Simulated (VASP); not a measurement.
Input of a VASP 6.6.1 run:

INCAR

```
PREC = Accurate
ENCUT = 520
EDIFF = 1E-6
ISMEAR = 0
SIGMA = 0.02
LREAL = F
LASPH = T
NELM = 100
ALGO = Normal
ISIF = 2
LWAVE = F
LCHARG = F
GGA = PE
NBANDS = 11
```

File KPOINTS:

```
Automatic mesh
0
Gamma
  12 12 12
```

POSCAR

```
C
1.0
    0.0550535580      1.7134907200      1.8204947200
    1.7134907200      0.0550535580      1.8204947200
    1.7685442780      1.7685442780      0.0000000000
C
2
Direct
    0.5280363351      0.5280363351      0.4719636649
    0.7219636649      0.7219636649      0.7780363351
```

Potentials or basis: VASP PAW PBE potentials, release 64 (C).

Run with:

```bash
$ cat potpaw_PBE.64/C/POTCAR > POTCAR
$ mpirun -np 1 vasp_std > vasp.out
```

Question: What does it give for the band gap on the k mesh?

Answer: Zero (bands 4 and 5 overlap by 0.70 eV).

Question: Estimate the largest force.

Answer: 6.964 eV/Å.

Question: Estimate the pressure.

Answer: 40.9 GPa.

Stress tensor (GPa, compression positive):
```
 65.56 -28.13   0.00
-28.13  65.56   0.00
  0.00   0.00  -8.30
```

Caveat: the cell differs from its parent crystal (strained and its atoms moved); the cell stands under pressure; forces of over 1 eV/Å act on the atoms, so gaps and moduli don't describe the material at rest.
